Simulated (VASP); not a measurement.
# Hf (Fm-3m) in VASP: further runs

The runs below take Hf through single point, with PBEsol.

Program: VASP 6.6.1. These are calculated values, not measurements. Logs are shortened: lines on timing, memory, paths and dates and some standing lists are left out, and cuts for length are marked.

### Step 1. The cell of the first run

It takes space group Fm-3m (No. 225, cubic). The conventional cell has a = 3.335 Å, b = 3.335 Å, c = 3.335 Å, α = 90.00°, β = 90.00°, γ = 90.00°. Hf (site symmetry m-3m) has 12 Hf at 2.36 Å within 3.1 Å.

### Step 2. Single point, PBEsol (volume scaled by 0.43)

The input, INCAR:

```
PREC = Accurate
ENCUT = 520
EDIFF = 1E-6
ISMEAR = -1
SIGMA = 0.05
LREAL = False
LASPH = True
NELM = 100
ALGO = Normal
ISIF = 2
LWAVE = False
LCHARG = False
GGA = PS
NBANDS = 11
```

The input, KPOINTS:

```
regular mesh
0
Gamma
  16 16 16
```

The input, POSCAR:

```
Hf
1.0
    0.0000000000      1.6673169376      1.6673169376
    1.6673169376      0.0000000000      1.6673169376
    1.6673169376      1.6673169376      0.0000000000
Hf
1
Direct
    0.0000000000      0.0000000000      0.0000000000
```

Potentials or basis: VASP PAW PBE potentials, release 64 (Hf_pv).

Launch:

```console
$ cat potpaw_PBE.64/Hf_pv/POTCAR > POTCAR
$ mpirun -np 1 vasp_std > vasp.out
```

OUTCAR:

```text
PREC = Accurate
   ENCUT = 520
   EDIFF = 1E-6
   ISMEAR = -1
   LREAL = False
   LASPH = True
   NELM = 100
   ISIF = 2
   GGA = PS

 ion  position               nearest neighbor table
   1  0.000  0.000  0.000-

  LATTYP: Found a face centered cubic cell.
 ALAT       =     3.3346338752

  Lattice vectors:

 A1 = (   0.0000000000,   1.6673169376,   1.6673169376)
 A2 = (   1.6673169376,   0.0000000000,   1.6673169376)
 A3 = (   1.6673169376,   1.6673169376,   0.0000000000)

Analysis of symmetry for initial positions (statically):
=====================================================================
 Subroutine PRICEL returns:
 Original cell was already a primitive cell.

 Routine SETGRP: Setting up the symmetry group for a
 face centered cubic supercell.

 Subroutine GETGRP returns: Found 48 space group operations
 (whereof 48 operations were pure point group operations)
 out of a pool of 48 trial point group operations.

The static configuration has the point symmetry O_h .

Analysis of symmetry for dynamics (positions and initial velocities):
=====================================================================
 Subroutine PRICEL returns:
 Original cell was already a primitive cell.

 Routine SETGRP: Setting up the symmetry group for a
 face centered cubic supercell.

 Subroutine GETGRP returns: Found 48 space group operations
 (whereof 48 operations were pure point group operations)
 out of a pool of 48 trial point group operations.

The dynamic configuration has the point symmetry O_h .

 Subroutine INISYM returns: Found 48 space group operations
 (whereof 48 operations are pure point group operations),
 and found     1 'primitive' translations

----------------------------------------------------------------------------------------

                                     Primitive cell

  volume of cell :       9.2701

  direct lattice vectors                    reciprocal lattice vectors
     0.000000000  1.667316938  1.667316938    -0.299882997  0.299882997  0.299882997
     1.667316938  0.000000000  1.667316938     0.299882997 -0.299882997  0.299882997
     1.667316938  1.667316938  0.000000000     0.299882997  0.299882997 -0.299882997

  length of vectors
     2.357942226  2.357942226  2.357942226     0.519412587  0.519412587  0.519412587

  position of ions in fractional coordinates (direct lattice)
     0.000000000  0.000000000  0.000000000
[... 75 lines left out ...]
   NELM   =    100;   NELMIN=  2; NELMDL= -5     # of ELM steps
   EDIFF  = 0.1E-05   stopping-criterion for ELM
   LREAL  =      F    real-space projection
   EDIFFG = 0.1E-04   stopping-criterion for IOM
   NSW    =      0    number of steps for IOM
   IBRION =     -1    ionic relax: 0-MD 1-quasi-New 2-CG
   NFREE  =      0    steps in history (QN), initial steepest desc. (CG)
   ISIF   =      2    stress and relaxation
   ISYM   =      2    0-nonsym 1-usesym 2-fastsym
   POTIM  = 0.5000    time-step for ionic-motion
   TEBEG  =    0.0;   TEEND  =   0.0 temperature during run
   PSTRESS=    0.0 pullay stress
   NELECT =      10.0000    total number of electrons
   NUPDOWN=      -1.0000    fix difference up-down
   EMIN   =  10.00;   EMAX   =-10.00  energy-range for DOS
   EFERMI =   0.00;   METHOD = LEGACY
   ISMEAR =    -1;   SIGMA  =   0.05  broadening in eV -4-tet -1-fermi 0-gaus
   EFERMI_NEDOS =   21; number of points for ismear=-14 and -15
   IALGO  =     38    algorithm
   IMIX   =      4    mixing-type and parameters
     AMIX     =   0.40;   BMIX     =  1.00
     AMIX_MAG =   1.60;   BMIX_MAG =  1.00
  volume/ion in A,a.u.               =       9.27        62.56
  Fermi-wavevector in a.u.,A,eV,Ry     =   1.678984  3.172821 38.354670  2.818989
  Thomas-Fermi vector in A             =   2.762977
   LORBIT       =      0    0 simple, 1 ext, 2 COOP (PROOUT), +10 PAW based schemes
   GGA     = PS    functional components
   LHFCALC =     F    Hartree Fock is set to
   AEXX    =    0.0000 exact exchange contribution
   IVDW    =     0    specifies the selected vdW correction
   LEPSILON=     F    determine dielectric tensor
   LRPA    =     F    only Hartree local field effects (RPA)
 non-spin polarized calculation
  energy-cutoff  :      520.00
  volume of cell :        9.27
 maximum number of plane-waves:       263
 NGX is ok and might be reduce to    18
   NGX =  9   NGY =  9   NGZ =  9

 number of electron      10.0000000 magnetization

 number of electron       9.9999999 magnetization

 Free energy of the ion-electron system (eV)
  ---------------------------------------------------
  ext. energy  EPLUGINS =         0.00000000
  ---------------------------------------------------
  free energy    TOTEN  =        -2.44754086 eV

  energy without entropy =       -2.44429809  energy(sigma->0) =       -2.44591947

 E-fermi :  12.9427     XC(G=0): -16.1243

 val. band max:       12.9139373166   @ k =   0.5000   0.0625   0.0000
 cond. band min:      13.0082508768   @ k =  -0.2500   0.5000   0.2500
 fundamental gap:      0.0943135602
 Fermi energy:        12.9427005740

 k-point     1 :       0.0000    0.0000    0.0000
  band No.  band energies     occupation
      1     -13.7424      2.00000
      2     -13.7424      2.00000
      3     -13.7424      2.00000
      4       5.5765      2.00000
      5      13.3827      0.00030
      6      13.3827      0.00030
      7      13.3827      0.00030
      8      21.2079      0.00000
      9      21.2079      0.00000
     10      27.5515      0.00000
     11      27.5908      0.00000
[... 309 lines left out ...]
 k-point    24 :      -0.0625    0.0625    0.0000
  band No.  band energies     occupation
      1     -14.8673      2.00000
      2     -14.0549      2.00000
      3     -13.7855      2.00000
      4       6.7687      2.00000
      5      12.5688      1.99887
      6      13.7936      0.00000
      7      14.1292      0.00000
      8      19.8832      0.00000
      9      21.0220      0.00000
     10      27.5430      0.00000
     11      29.6069      0.00000

 [... further k-points ...]
[... 5 lines left out ...]
  --------------------------------------------------------------------------------------
  -------------------------------------------------------------------------------------
  Total       24.3324127     24.3324127     24.3324127      0.0000000     -0.0000000      0.0000000
  in kB     4205.4383835   4205.4383835   4205.4383835      0.0000000     -0.0000000      0.0000000
  external PRESSURE =    4205.4383835 kB  Pullay stress =       0.0000000 kB

 VOLUME and BASIS-vectors are now :
 -----------------------------------------------------------------------------
  energy-cutoff  :      520.00
  volume of cell :        9.27
      direct lattice vectors                 reciprocal lattice vectors
     0.000000000  1.667316938  1.667316938    -0.299882997  0.299882997  0.299882997
     1.667316938  0.000000000  1.667316938     0.299882997 -0.299882997  0.299882997
     1.667316938  1.667316938  0.000000000     0.299882997  0.299882997 -0.299882997

 POSITION                                       TOTAL-FORCE (eV/Angst)
 -----------------------------------------------------------------------------------
      0.00000      0.00000      0.00000         0.000000      0.000000      0.000000
 -----------------------------------------------------------------------------------
    total drift:                                0.000000     -0.000000     -0.000000

  FREE ENERGIE OF THE ION-ELECTRON SYSTEM (eV)
  ---------------------------------------------------
  free  energy   TOTEN  =        -2.4475408613 eV

  energy  without entropy=       -2.4442980854  energy(sigma->0) =       -2.44591947
```

Wall time 17 s (1 thread of Intel Xeon 8259CL, shared host); peak memory 0.13 GiB.

What came out:

```yaml
Free_energy: -2.4475 eV
Pressure: 420.5 GPa
Band_gap_on_the_k_mesh: zero (band 5 reaches 14.28 eV, above the bottom of band 6 at 12.29 eV)
```

Caveat: the PAW data sets were made with another functional, which shifts forces and pressure a little; spin-orbit coupling is left out, which moves the levels of the heavy elements.

### Step 3. Single point, PBEsol (volume scaled by 0.5)

The input, INCAR:

```
  PREC = Accurate
  ENCUT = 520
  EDIFF = 1E-6
  ISMEAR = -1
  SIGMA = 0.05
  LREAL = F
  LASPH = T
  NELM = 80
  ALGO = Normal
  ISIF = 2
  LWAVE = F
  LCHARG = T
  GGA = PS
  LELF = T
  LVHAR = T
  NBANDS = 11
```

KPOINTS is that of step 2.

The input, POSCAR:

```
Hf
1.0
    0.0000000000      1.7532829585      1.7532829585
    1.7532829585      0.0000000000      1.7532829585
    1.7532829585      1.7532829585      0.0000000000
Hf
1
Direct
    0.0000000000      0.0000000000      0.0000000000
```

Potentials or basis: VASP PAW PBE potentials, release 64 (Hf_pv).

Launch:

```console
$ cat potpaw_PBE.64/Hf_pv/POTCAR > POTCAR
$ mpirun -np 1 vasp_std > vasp.out
```

OUTCAR:

```text
PREC = Accurate
   ENCUT = 520
   EDIFF = 1E-6
   ISMEAR = -1
   LREAL = F
   LASPH = T
   NELM = 80
   ISIF = 2
   GGA = PS

 ion  position               nearest neighbor table
   1  0.000  0.000  0.000-

  LATTYP: Found a face centered cubic cell.
 ALAT       =     3.5065659170

  Lattice vectors:

 A1 = (   0.0000000000,   1.7532829585,   1.7532829585)
 A2 = (   1.7532829585,   0.0000000000,   1.7532829585)
 A3 = (   1.7532829585,   1.7532829585,   0.0000000000)

[... 514 lines left out ...]
     11      26.8798      0.00000

 [... further k-points ...]

------------------------ aborting loop because EDIFF is reached ----------------------------------------

  FORCE on cell =-STRESS in cart. coord.  units (eV):
  Direction    XX          YY          ZZ          XY          YZ          ZX
  --------------------------------------------------------------------------------------
  -------------------------------------------------------------------------------------
  Total       17.1254090     17.1254090     17.1254090      0.0000000      0.0000000      0.0000000
  in kB     2545.4554734   2545.4554734   2545.4554734      0.0000000      0.0000000      0.0000000
  external PRESSURE =    2545.4554734 kB  Pullay stress =       0.0000000 kB

 VOLUME and BASIS-vectors are now :
 -----------------------------------------------------------------------------
  energy-cutoff  :      520.00
  volume of cell :       10.78
      direct lattice vectors                 reciprocal lattice vectors
     0.000000000  1.753282959  1.753282959    -0.285179296  0.285179296  0.285179296
     1.753282959  0.000000000  1.753282959     0.285179296 -0.285179296  0.285179296
     1.753282959  1.753282959  0.000000000     0.285179296  0.285179296 -0.285179296

 POSITION                                       TOTAL-FORCE (eV/Angst)
 -----------------------------------------------------------------------------------
      0.00000      0.00000      0.00000         0.000000      0.000000      0.000000
 -----------------------------------------------------------------------------------
    total drift:                                0.000000      0.000000     -0.000000

  FREE ENERGIE OF THE ION-ELECTRON SYSTEM (eV)
  ---------------------------------------------------
  free  energy   TOTEN  =        -5.5414018903 eV

  energy  without entropy=       -5.5363997821  energy(sigma->0) =       -5.53890084
```

OSZICAR:

```text
N       E                     dE             d eps       ncg     rms          rms(c)
DAV:   1     0.195963404171E+02    0.19596E+02   -0.60491E+03  3329   0.927E+02
DAV:   2    -0.541722398215E+01   -0.25014E+02   -0.23939E+02  3727   0.174E+02
DAV:   3    -0.577160639767E+01   -0.35438E+00   -0.35028E+00  3734   0.142E+01
DAV:   4    -0.577185114028E+01   -0.24474E-03   -0.24474E-03  3431   0.443E-01
DAV:   5    -0.577185130675E+01   -0.16647E-06   -0.16683E-06  3628   0.109E-02    0.796E+01
DAV:   6    -0.561549161215E+01    0.15636E+00   -0.55929E-02  3364   0.186E+00    0.474E+01
DAV:   7    -0.554197399692E+01    0.73518E-01   -0.95666E-02  3370   0.236E+00    0.147E+00
DAV:   8    -0.554137748412E+01    0.59651E-03   -0.26410E-03  3313   0.451E-01    0.227E-01
DAV:   9    -0.554140300144E+01   -0.25517E-04   -0.64855E-05  3628   0.726E-02    0.367E-02
DAV:  10    -0.554140187988E+01    0.11216E-05   -0.76063E-06  3406   0.236E-02    0.105E-02
DAV:  11    -0.554140189033E+01   -0.10453E-07   -0.28216E-07  1664   0.489E-03
   1 F= -.55414019E+01 E0= -.55389008E+01  d E =-.500211E-02
```

Run time: 19 s. Hardware: 1 thread of Intel Xeon 8259CL, shared host; peak memory 0.13 GiB.

What came out:

```
Free energy            : -5.5414 eV
Pressure               : 254.5 GPa
Band gap on the k mesh : zero (band 5 reaches 12.25 eV, above the bottom of band 6 at 10.15 eV)
```

Caveat: the PAW data sets were made with another functional, which shifts forces and pressure a little; spin-orbit coupling is left out, which moves the levels of the heavy elements.
